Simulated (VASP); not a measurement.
The system is Li2Se.

```xyz
3
Lattice="0.0000 2.9187 2.9187 2.9187 0.0000 2.9187 2.9187 2.9187 0.0000" Properties=species:S:1:pos:R:3 pbc="T T T"
Se    0.0000    0.0000    0.0000
Li    1.4593    1.4593    1.4593
Li    4.3780    4.3780    4.3780
```

This cell differs from its parent crystal: strain -2.5%.

Base run:

```yaml
Program: VASP 6.6.1
Functional: r2SCAN
Potentials_or_basis: VASP PAW PBE potentials, release 64 (Se, Li_sv)
Cutoff: 830 eV
k_mesh: 8 × 8 × 8
Occupations: gaussian, width 0.01 eV
Spin: no spin polarisation
```

Its results: band gap on the k mesh 3.39 eV (least direct gap 4.54 eV); pressure 2.9 GPa.

The run is repeated on the same cell with these changes: functional from r2SCAN to HSE06; cutoff from 830 eV to 650 eV; k mesh from 8 × 8 × 8 to 6 × 6 × 6. What comes out?

Band gap on the k mesh 3.76 eV (least direct gap 4.75 eV); pressure 2.5 GPa.

Several settings changed at once.

Caveats: the PAW data sets were made with another functional, which shifts forces and pressure a little.

A k mesh can miss the band edges.
